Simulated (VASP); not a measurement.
# SrO (P3m1) in VASP: a series of runs

The runs below take SrO through single point, with PBEsol.

All numbers are computed with VASP 6.6.1; they aren't measurements. Logs are shortened: lines on timing, memory, paths and dates and some standing lists are left out, and cuts for length are marked.

## 1. The cell of the first run

Symmetry: P3m1, No. 156, trigonal system. Conventional cell: a = 3.959 Å, b = 3.959 Å, c = 28.120 Å, α = 90.00°, β = 90.00°, γ = 120.00°. Sr (site symmetry 3m) has 4 O at 2.38 to 2.40 Å within 3.1 Å. Within 3.1 Å of Sr (site symmetry 3m) lie 4 O at 2.38 to 2.39 Å. Sr (site symmetry 3m) has 4 O at 2.40 to 2.41 Å within 3.2 Å. Within 3.2 Å of Sr (site symmetry 3m) lie 4 O at 2.40 to 2.41 Å. Within 3.1 Å of Sr (site symmetry 3m) lie 4 O at 2.38 to 2.40 Å. Sr (site symmetry 3m) has 4 O at 2.40 to 2.41 Å within 3.2 Å. Sr (site symmetry 3m) has 4 O at 2.38 to 2.40 Å within 3.1 Å. Within 3.2 Å of Sr (site symmetry 3m) lie 4 O at 2.40 to 2.41 Å.

## 2. Single point, PBEsol

INCAR

```
SYSTEM = SrO
PREC = Accurate
ENCUT = 520
EDIFF = 1E-7
ISMEAR = 0
SIGMA = 0.02
LREAL = Auto
LASPH = .True.
NELM = 100
ALGO = Normal
ISIF = 2
LWAVE = .False.
LCHARG = .False.
GGA = PS
NBANDS = 87
```

KPOINTS

```
regular mesh
0
Gamma
  9 9 1
  0 0 0
```

POSCAR

```
SrO
1.0
    3.9589010320      0.0000000000      0.0000000000
   -1.9794505160      3.4285088648      0.0000000000
    0.0000000000      0.0000000000     28.1200983401
Sr O
9 9
Direct
    0.0000000000      0.0000000000     -0.0000414173
    0.3333333333      0.6666666667      0.1095346369
    0.0000000000      0.0000000000      0.2201716569
    0.6666666667      0.3333333333      0.3325290095
    0.3333333333      0.6666666667      0.4438065673
    0.6666666667      0.3333333333      0.5544031093
    0.0000000000      0.0000000000      0.6657469756
    0.6666666667      0.3333333333      0.7763509169
    0.3333333333      0.6666666667      0.8887103198
    0.0000000000      0.0000000000      0.0846646235
    0.3333333333      0.6666666667      0.1942910214
    0.0000000000      0.0000000000      0.3059322375
    0.6666666667      0.3333333333      0.4182229342
    0.3333333333      0.6666666667      0.5285378792
    0.6666666667      0.3333333333      0.6401426601
    0.0000000000      0.0000000000      0.7504769890
    0.6666666667      0.3333333333      0.8621144343
    0.3333333333      0.6666666667      0.9744054459
```

Potentials or basis: VASP PAW PBE potentials, release 64 (Sr_sv, O).

Command:

```console
cat potpaw_PBE.64/Sr_sv/POTCAR potpaw_PBE.64/O/POTCAR > POTCAR
mpirun -np 1 vasp_std > vasp.out
```

OUTCAR:

```text
SYSTEM = SrO
   PREC = Accurate
   ENCUT = 520
   EDIFF = 1E-7
   ISMEAR = 0
   LREAL = Auto
   LASPH = .True.
   NELM = 100
   ISIF = 2
   GGA = PS

 ion  position               nearest neighbor table
   1  0.000  0.000  1.000-  10 2.38  18 2.40  18 2.40  18 2.40   2 3.84   2 3.84   2 3.84   9 3.87
                             9 3.87   9 3.87
   2  0.333  0.667  0.110-  11 2.38  10 2.39  10 2.39  10 2.39   1 3.84   1 3.84   1 3.84   3 3.86
                             3 3.86   3 3.86
   3  0.000  0.000  0.220-  11 2.40  11 2.40  11 2.40  12 2.41   2 3.86   2 3.86   2 3.86   4 3.90
                             4 3.90   4 3.90
   4  0.667  0.333  0.333-  12 2.40  12 2.40  12 2.40  13 2.41   5 3.88   5 3.88   5 3.88   3 3.90
                             3 3.90   3 3.90
   5  0.333  0.667  0.444-  14 2.38  13 2.40  13 2.40  13 2.40   6 3.86   6 3.86   6 3.86   4 3.88
                             4 3.88   4 3.88
   6  0.667  0.333  0.554-  14 2.40  14 2.40  14 2.40  15 2.41   5 3.86   5 3.86   5 3.86   7 3.88
                             7 3.88   7 3.88
   7  0.000  0.000  0.666-  16 2.38  15 2.40  15 2.40  15 2.40   8 3.86   8 3.86   8 3.86   6 3.88
                             6 3.88   6 3.88
   8  0.667  0.333  0.776-  16 2.40  16 2.40  16 2.40  17 2.41   7 3.86   7 3.86   7 3.86   9 3.90
                             9 3.90   9 3.90
   9  0.333  0.667  0.889-  17 2.40  17 2.40  17 2.40  18 2.41   1 3.87   1 3.87   1 3.87   8 3.90
                             8 3.90   8 3.90
  10  0.000  0.000  0.085-   1 2.38   2 2.39   2 2.39   2 2.39
  11  0.333  0.667  0.194-   2 2.38   3 2.40   3 2.40   3 2.40
  12  0.000  0.000  0.306-   4 2.40   4 2.40   4 2.40   3 2.41
  13  0.667  0.333  0.418-   5 2.40   5 2.40   5 2.40   4 2.41
  14  0.333  0.667  0.529-   5 2.38   6 2.40   6 2.40   6 2.40
  15  0.667  0.333  0.640-   7 2.40   7 2.40   7 2.40   6 2.41
  16  0.000  0.000  0.750-   7 2.38   8 2.40   8 2.40   8 2.40
  17  0.667  0.333  0.862-   9 2.40   9 2.40   9 2.40   8 2.41
  18  0.333  0.667  0.974-   1 2.40   1 2.40   1 2.40   9 2.41

  LATTYP: Found a hexagonal cell.
 ALAT       =     3.9589010320
 C/A-ratio  =     7.1030061405

  Lattice vectors:

 A1 = (   3.9589010320,   0.0000000000,   0.0000000000)
 A2 = (  -1.9794505160,   3.4285088648,   0.0000000000)
 A3 = (   0.0000000000,   0.0000000000,  28.1200983401)

Analysis of symmetry for initial positions (statically):
=====================================================================
 Subroutine PRICEL returns:
 Original cell was already a primitive cell.

 Routine SETGRP: Setting up the symmetry group for a
 hexagonal supercell.

 Subroutine GETGRP returns: Found  6 space group operations
 (whereof  6 operations were pure point group operations)
[... 145 lines left out ...]
   PSTRESS=    0.0 pullay stress
   NELECT =     144.0000    total number of electrons
   NUPDOWN=      -1.0000    fix difference up-down
   EMIN   =  10.00;   EMAX   =-10.00  energy-range for DOS
   EFERMI =   0.00;   METHOD = LEGACY
   ISMEAR =     0;   SIGMA  =   0.02  broadening in eV -4-tet -1-fermi 0-gaus
   EFERMI_NEDOS =   21; number of points for ismear=-14 and -15
   IALGO  =     38    algorithm
   IMIX   =      4    mixing-type and parameters
     AMIX     =   0.40;   BMIX     =  1.00
     AMIX_MAG =   1.60;   BMIX_MAG =  1.00
  volume/ion in A,a.u.               =      21.20       143.09
  Fermi-wavevector in a.u.,A,eV,Ry     =   1.182942  2.235436 19.039333  1.399352
  Thomas-Fermi vector in A             =   2.319186
   LORBIT       =      0    0 simple, 1 ext, 2 COOP (PROOUT), +10 PAW based schemes
   GGA     = PS    functional components
   LHFCALC =     F    Hartree Fock is set to
   AEXX    =    0.0000 exact exchange contribution
   IVDW    =     0    specifies the selected vdW correction
   LEPSILON=     F    determine dielectric tensor
   LRPA    =     F    only Hartree local field effects (RPA)
 non-spin polarized calculation
 Gauss-broadening in eV      SIGMA  =   0.02
  energy-cutoff  :      520.00
  volume of cell :      381.68
 maximum number of plane-waves:     10383
 NGX is ok and might be reduce to    30
   NGX = 15   NGY = 15   NGZ =105

 number of electron     143.9999970 magnetization

 Free energy of the ion-electron system (eV)
  ---------------------------------------------------
  ext. energy  EPLUGINS =         0.00000000
  ---------------------------------------------------
  free energy    TOTEN  =      -110.73321125 eV

  energy without entropy =     -110.73321125  energy(sigma->0) =     -110.73321125

 E-fermi :   0.3959     XC(G=0):  -8.9687

 val. band max:        0.2044255688   @ k =   0.4444   0.1111   0.0000
 cond. band min:       2.7085227730   @ k =   0.0000   0.0000   0.0000
 fundamental gap:      2.5040972042
 Fermi energy:         0.3958631333

 k-point     1 :       0.0000    0.0000    0.0000
  band No.  band energies     occupation
      1     -31.8303      2.00000
      2     -31.7683      2.00000
      3     -31.7589      2.00000
      4     -31.7498      2.00000
      5     -31.7297      2.00000
      6     -31.6809      2.00000
[... 1033 lines left out ...]
     83       6.0722      0.00000
     84       6.0993      0.00000
 [bands above 84 left out]

------------------------ aborting loop because EDIFF is reached ----------------------------------------

  FORCE on cell =-STRESS in cart. coord.  units (eV):
  Direction    XX          YY          ZZ          XY          YZ          ZX
  --------------------------------------------------------------------------------------
  -------------------------------------------------------------------------------------
  Total        1.3498387      1.3498387      1.2802664     -0.0000000      0.0000000      0.0000000
  in kB        5.6662495      5.6662495      5.3742045     -0.0000000      0.0000000      0.0000000
  external PRESSURE =       5.5689012 kB  Pullay stress =       0.0000000 kB

 VOLUME and BASIS-vectors are now :
 -----------------------------------------------------------------------------
  energy-cutoff  :      520.00
  volume of cell :      381.68
      direct lattice vectors                 reciprocal lattice vectors
     3.958901032  0.000000000  0.000000000     0.252595352  0.145835995  0.000000000
    -1.979450516  3.428508865  0.000000000     0.000000000  0.291671989  0.000000000
     0.000000000  0.000000000 28.120098340     0.000000000  0.000000000  0.035561753

 POSITION                                       TOTAL-FORCE (eV/Angst)
 -----------------------------------------------------------------------------------
      0.00000      0.00000     28.11893         0.000000     -0.000000     -0.008972
     -0.00000      2.28567      3.08012        -0.000000      0.000000     -0.007555
      0.00000      0.00000      6.19125         0.000000     -0.000000     -0.000730
      1.97945      1.14284      9.35075        -0.000000     -0.000000     -0.000810
     -0.00000      2.28567     12.47988         0.000000     -0.000000     -0.009737
      1.97945      1.14284     15.58987        -0.000000      0.000000     -0.001524
[... 10 lines left out ...]
      1.97945      1.14284     24.24274         0.000000      0.000000      0.006344
     -0.00000      2.28567     27.40038         0.000000     -0.000000      0.000961
 -----------------------------------------------------------------------------------
    total drift:                                0.000000      0.000000      0.004973

  FREE ENERGIE OF THE ION-ELECTRON SYSTEM (eV)
  ---------------------------------------------------
  free  energy   TOTEN  =      -110.7332112549 eV

  energy  without entropy=     -110.7332112549  energy(sigma->0) =     -110.73321125
```

stdout:

```text
POSCAR found type information on POSCAR SrO
 POSCAR found :  2 types and      18 ions
 scaLAPACK will be used
 -----------------------------------------------------------------------------
|                                                                             |
|                                                                             |
|     You enforced a specific xc type in the INCAR file but a different       |
|     I HOPE YOU KNOW WHAT YOU ARE DOING!                                     |
|                                                                             |
 -----------------------------------------------------------------------------

 LDA part: xc-table for (Slater+PW92), standard interpolation
 POSCAR, INCAR and KPOINTS ok, starting setup
 FFT: planning ... GRIDC
 FFT: planning ... GRID_SOFT
 FFT: planning ... GRID
 WAVECAR not read
 entering main loop
```

Wall time 12 min (1 thread of Intel Xeon Platinum 8488C (Sapphire Rapids), shared host); peak memory 0.57 GiB.

Results:

| Item | Value |
| --- | --- |
| Free energy | -110.7332 eV |
| Pressure | 0.6 GPa |
| Largest force | 0.010 eV/Å |
| Band gap on the k mesh | 2.50 eV (least direct gap 3.08 eV) |

Forces on the atoms (eV/Å):
```
Sr   0.000  0.000 -0.009
Sr   0.000  0.000 -0.008
Sr   0.000  0.000 -0.001
Sr   0.000  0.000 -0.001
Sr   0.000  0.000 -0.010
Sr   0.000  0.000 -0.002
Sr   0.000  0.000 -0.007
Sr   0.000  0.000  0.000
Sr   0.000  0.000  0.000
O    0.000  0.000  0.008
O    0.000  0.000  0.008
O    0.000  0.000  0.001
O    0.000  0.000 -0.002
O    0.000  0.000  0.005
O    0.000  0.000  0.001
O    0.000  0.000  0.008
O    0.000  0.000  0.006
O    0.000  0.000  0.001
```

Levels at points of the mesh, in eV from the valence-band top:
| k point | band 69 | band 70 | band 71 | band 72 | band 73 | band 74 | band 75 | band 76 |
| --- | --- | --- | --- | --- | --- | --- | --- | --- |
| (0.00, 0.00, 0.00) | -0.61 | -0.61 | -0.57 | -0.57 | 2.50 | 2.93 | 2.98 | 3.90 |

Caveat: the PAW data sets were made with another functional, which shifts forces and pressure a little.

## 3. Single point, PBEsol

This run uses another cell than the first one: it holds 12 atoms, not 18.

INCAR

```
PREC = Accurate
ENCUT = 520
EDIFF = 1E-6
ISMEAR = 0
SIGMA = 0.02
LREAL = F
LASPH = T
NELM = 80
ALGO = Normal
ISIF = 2
LWAVE = F
LCHARG = F
GGA = PS
NBANDS = 60
```

KPOINTS

```
regular mesh
0
Gamma
  9 9 2
```

POSCAR

```
SrO
1.0
    4.1921763439      0.0000000000      0.0000000000
   -2.0960881720      3.6305312110      0.0000000000
    0.0000000000      0.0000000000     15.5188021330
Sr O
6 6
Direct
    0.0000000000      0.0000000000     -0.0154264256
    0.3333333333      0.6666666667      0.1480878878
    0.0000000000      0.0000000000      0.3140998440
    0.3333333333      0.6666666667      0.4810156470
    0.6666666667      0.3333333333      0.6493326395
    0.3333333333      0.6666666667      0.8137224949
    0.0000000000      0.0000000000      0.1414514597
    0.3333333333      0.6666666667      0.3102601509
    0.0000000000      0.0000000000      0.4727831405
    0.3333333333      0.6666666667      0.6481381114
    0.6666666667      0.3333333333      0.8045293832
    0.3333333333      0.6666666667      0.9820056669
```

Potentials or basis: VASP PAW PBE potentials, release 64 (Sr_sv, O).

Command:

```console
cat potpaw_PBE.64/Sr_sv/POTCAR potpaw_PBE.64/O/POTCAR > POTCAR
mpirun -np 1 vasp_std > vasp.out
```

Run time: 5.1 min. Hardware: 1 thread of Intel Xeon Platinum 8488C (Sapphire Rapids), shared host; peak memory 0.47 GiB.

Results (log left out):

- Free energy: -74.0495 eV
- Pressure: 0.6 GPa
- Largest force: 0.044 eV/Å
- Band gap on the k mesh: 2.50 eV (least direct gap 2.61 eV)

Forces in eV/Å, atoms in the order of the input:
```
Sr   0.000  0.000 -0.040
Sr   0.000  0.000 -0.005
Sr   0.000  0.000 -0.018
Sr   0.000  0.000  0.005
Sr   0.000  0.000 -0.044
Sr   0.000  0.000  0.015
O    0.000  0.000  0.021
O    0.000  0.000  0.011
O    0.000  0.000  0.028
O    0.000  0.000 -0.001
O    0.000  0.000  0.032
O    0.000  0.000 -0.004
```

Stress tensor (GPa, compression positive):
```
0.63 0.00 0.00
0.00 0.63 0.00
0.00 0.00 0.51
```

Levels at points of the mesh, in eV from the valence-band top:
```
           k point  band 46  band 47  band 48  band 49  band 50  band 51
(0.00, 0.00, 0.00)    -0.81    -0.52    -0.11     2.50     3.42     3.60
(0.00, 0.00, 0.50)    -0.64    -0.54    -0.37     2.83     2.87     3.95
```

Caveat: the PAW data sets were made with another functional, which shifts forces and pressure a little.
